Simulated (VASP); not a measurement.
# Ge (Fd-3m) in VASP: notebook, part 2 of 2

VASP 6.6.1.

## 3. Single point, PBE

This run uses another cell than the first one, of 20.24 Å³/atom, 0.989 times its volume.

Contents of INCAR:

```
PREC     = Accurate       # precision mode
ENCUT    = 520            # plane-wave cutoff, eV
EDIFF    = 1E-7           # SCF threshold, eV
ISMEAR   = 0              # smearing method
SIGMA    = 0.1            # smearing width, eV
LREAL    = F              # projectors in reciprocal space
LASPH    = T              # aspherical terms in the spheres
NELM     = 80             # most SCF steps
ALGO     = Normal         # electronic algorithm
ISIF     = 2              # what is computed and relaxed
LWAVE    = F              # write WAVECAR
LCHARG   = T              # write CHGCAR
GGA      = PE             # functional
LELF     = T              # ELF
LVHAR    = T            
NBANDS   = 51             # bands
```

Contents of KPOINTS:

```
Automatic mesh
0
Gamma
  8 8 8
```

Contents of POSCAR:

```
Ge
1.0
    0.0000000000      3.9302324735      3.9302324735
    3.9302324735      0.0000000000      3.9302324735
    3.9302324735      3.9302324735      0.0000000000
Ge
6
Direct
    0.6250000000      0.6250000000      0.1250000000
    0.2500000000      0.2500000000      0.2500000000
    0.6250000000      0.6250000000      0.6250000000
    0.1250000000      0.6250000000      0.6250000000
    0.6250000000      0.1250000000      0.6250000000
    0.0000000000      0.0000000000      0.0000000000
```

Potentials or basis: VASP PAW PBE potentials, release 64 (Ge_d).

Launch:

```bash
cat potpaw_PBE.64/Ge_d/POTCAR > POTCAR
mpirun -np 1 vasp_std > vasp.out
```

OUTCAR:

```text
PREC = Accurate
   ENCUT = 520
   EDIFF = 1E-7
   ISMEAR = 0
   LREAL = F
   LASPH = T
   NELM = 80
   ISIF = 2
   GGA = PE

 ion  position               nearest neighbor table
   1  0.625  0.625  0.125-   3 2.78   3 2.78   4 2.78   5 2.78   5 2.78   4 2.78
   2  0.250  0.250  0.250-
   3  0.625  0.625  0.625-   1 2.78   4 2.78   5 2.78   1 2.78   5 2.78   4 2.78
   4  0.125  0.625  0.625-   3 2.78   1 2.78   5 2.78   1 2.78   3 2.78   5 2.78
   5  0.625  0.125  0.625-   3 2.78   1 2.78   1 2.78   3 2.78   4 2.78   4 2.78
   6  0.000  0.000  0.000-

[... 1504 lines left out ...]
  -------------------------------------------------------------------------------------
  Total        0.0063800      0.0063800      0.0063800      0.0000000      0.0000000      0.0000000
  in kB        0.0841870      0.0841870      0.0841870      0.0000000      0.0000000      0.0000000
  external PRESSURE =       0.0841870 kB  Pullay stress =       0.0000000 kB

 VOLUME and BASIS-vectors are now :
 -----------------------------------------------------------------------------
  energy-cutoff  :      520.00
  volume of cell :      121.42
      direct lattice vectors                 reciprocal lattice vectors
     0.000000000  3.930232473  3.930232473    -0.127218938  0.127218938  0.127218938
     3.930232473  0.000000000  3.930232473     0.127218938 -0.127218938  0.127218938
     3.930232473  3.930232473  0.000000000     0.127218938  0.127218938 -0.127218938

 POSITION                                       TOTAL-FORCE (eV/Angst)
 -----------------------------------------------------------------------------------
      2.94767      2.94767      4.91279        -0.000000      0.000000      0.000000
      1.96512      1.96512      1.96512        -0.000000     -0.000000     -0.000000
      4.91279      4.91279      4.91279         0.000000      0.000000      0.000000
      4.91279      2.94767      2.94767         0.000000      0.000000      0.000000
      2.94767      4.91279      2.94767        -0.000000      0.000000      0.000000
      0.00000      0.00000      0.00000         0.000000      0.000000      0.000000
 -----------------------------------------------------------------------------------
    total drift:                                0.000000      0.000000      0.000000

  FREE ENERGIE OF THE ION-ELECTRON SYSTEM (eV)
  ---------------------------------------------------
  free  energy   TOTEN  =       -24.4876912562 eV

  energy  without entropy=      -24.4724730549  energy(sigma->0) =      -24.48008216
```

OSZICAR:

```text
N       E                     dE             d eps       ncg     rms          rms(c)
DAV:   1     0.882556399106E+03    0.88256E+03   -0.39172E+04  3394   0.469E+03
DAV:   2     0.143001540013E+03   -0.73955E+03   -0.72180E+03  2958   0.987E+02
DAV:   3    -0.128521630459E+02   -0.15585E+03   -0.15246E+03  3250   0.245E+02
DAV:   4    -0.243505325294E+02   -0.11498E+02   -0.11299E+02  3417   0.754E+01
DAV:   5    -0.246774194276E+02   -0.32689E+00   -0.32458E+00  3261   0.138E+01    0.300E+00
DAV:   6    -0.245075472548E+02    0.16987E+00   -0.35393E-01  4055   0.493E+00    0.154E+00
DAV:   7    -0.244923699316E+02    0.15177E-01   -0.14955E-01  3335   0.278E+00    0.573E-01
DAV:   8    -0.244879842091E+02    0.43857E-02   -0.12607E-02  3914   0.136E+00    0.174E-01
DAV:   9    -0.244876473106E+02    0.33690E-03   -0.28132E-03  3640   0.621E-01    0.658E-02
DAV:  10    -0.244876830344E+02   -0.35724E-04   -0.48283E-04  3810   0.234E-01    0.235E-02
DAV:  11    -0.244876933052E+02   -0.10271E-04   -0.62096E-05  3587   0.936E-02    0.994E-03
DAV:  12    -0.244876908951E+02    0.24101E-05   -0.12744E-05  3715   0.643E-02    0.289E-03
DAV:  13    -0.244876914083E+02   -0.51321E-06   -0.31054E-06  3359   0.237E-02    0.691E-04
DAV:  14    -0.244876912820E+02    0.12632E-06   -0.12315E-07  1728   0.497E-03    0.363E-04
DAV:  15    -0.244876912562E+02    0.25784E-07   -0.81617E-08  1692   0.504E-03
   1 F= -.24487691E+02 E0= -.24480082E+02  d E =-.152182E-01
```

stdout:

```text
POSCAR found type information on POSCAR Ge
 POSCAR found :  1 types and       6 ions
 scaLAPACK will be used
 LDA part: xc-table for (Slater+PW92), standard interpolation
 POSCAR, INCAR and KPOINTS ok, starting setup
 FFT: planning ... GRIDC
 FFT: planning ... GRID_SOFT
 FFT: planning ... GRID
 WAVECAR not read
 entering main loop
```

It took 2.2 min on 1 thread of AMD EPYC 9R45 (Zen 5), shared host; peak memory 0.27 GiB.

Results:

```
Free energy            : -24.4877 eV
Pressure               : 0.0 GPa
Band gap on the k mesh : zero (band 42 reaches 6.51 eV, above the bottom of band 43 at 4.74 eV)
```

## 4. Relaxation of cell and atoms, PBE

Contents of INCAR:

```
SYSTEM = Ge
  PREC = Accurate
  ENCUT = 600
  EDIFF = 1E-6
  ISMEAR = 0
  SIGMA = 0.1
  LREAL = .False.
  LASPH = .True.
  NELM = 100
  ALGO = Normal
  ISIF = 3
  LWAVE = .False.
  LCHARG = .False.
  GGA = PE
  IBRION = 2
  NSW = 100
  EDIFFG = -0.01
```

Contents of KPOINTS:

```
Automatic mesh
0
Gamma
  8 8 8
  0 0 0
```

Edit POSCAR of step 3 so:

```diff
@@ -2,5 +2,5 @@
 1.0
-    0.0000000000      3.9302324735      3.9302324735
-    3.9302324735      0.0000000000      3.9302324735
-    3.9302324735      3.9302324735      0.0000000000
+    0.0000000000      3.9442847900      3.9442847900
+    3.9442847900      0.0000000000      3.9442847900
+    3.9442847900      3.9442847900      0.0000000000
 Ge
```

Launch:

```bash
cat potpaw_PBE.64/Ge_d/POTCAR > POTCAR
mpirun -np 1 vasp_std > vasp.out
```

It took 4.1 min on 1 thread of AMD EPYC 9R45 (Zen 5), shared host; peak memory 0.38 GiB.

It converged, with:

| Quantity | Value |
| --- | --- |
| Free energy | -24.4882 eV |
| Relaxed volume | 20.23 Å³/atom |
| Relaxed cell | a = 5.558 Å, b = 5.558 Å, c = 5.558 Å, α = 60.00°, β = 60.00°, γ = 60.00° |
| Space group after relaxing (to 0.05 Å) | Fd-3m (No. 227) |
| Energy gained by relaxing | 0.4 meV/atom |
| Ionic steps | 2 |
| Pressure after relaxing | 0.0 GPa |
| Band gap on the k mesh | zero (band 42 reaches 6.51 eV, above the bottom of band 43 at 4.74 eV) |

Step by step:
```
step  energy change (eV)  largest force (eV/Å)  pressure (GPa)  volume (Å³)
   1              0.0000                0.0000           -0.58       122.73
   2             -0.0023                0.0000            0.00       121.41
```

Final structure:
```xyz
6
Lattice="0.0000 3.9301 3.9301 3.9301 0.0000 3.9301 3.9301 3.9301 0.0000" Properties=species:S:1:pos:R:3 pbc="T T T"
Ge    2.9476    2.9476    4.9126
Ge    1.9651    1.9651    1.9651
Ge    4.9126    4.9126    4.9126
Ge    4.9126    2.9476    2.9476
Ge    2.9476    4.9126    2.9476
Ge    0.0000    0.0000    0.0000
```

Levels at points of the mesh, in eV from the Fermi level:
| k point | band 39 | band 40 | band 41 | band 42 | band 43 | band 44 | band 45 | band 46 |
| --- | --- | --- | --- | --- | --- | --- | --- | --- |
| (0.00, 0.00, 0.00) | -4.16 | -4.16 | -1.61 | -1.61 | -1.39 | -1.39 | -1.39 | 4.17 |
| (0.50, 0.00, 0.00) | -3.15 | -0.62 | -0.56 | -0.56 | 0.02 | 0.02 | 2.23 | 2.40 |
| (0.50, 0.50, 0.00) | -1.19 | -1.19 | 0.38 | 0.38 | 0.80 | 0.80 | 1.26 | 1.26 |

## 5. The runs side by side

```csv
task,cell,k mesh,cutoff (eV),gap on the mesh (eV),pressure (GPa)
single point,"a = 5.578 Å, angles 60.0°, 6 atoms",4 × 4 × 4,520,none,-0.3
single point,"a = 5.558 Å, angles 60.0°, 6 atoms",8 × 8 × 8,520,none,0.0
relaxation of cell and atoms,"relaxed from a = 5.578 Å, angles 60.0°, 6 atoms",8 × 8 × 8,600,none,0.0
```

Alike in all rows: level PBE; potentials or basis VASP PAW PBE potentials, release 64 (Ge_d); no spin polarisation; smearing gaussian 0.1 eV.

Total energies depend on the potentials used, so only differences within one code and one set of settings carry meaning.
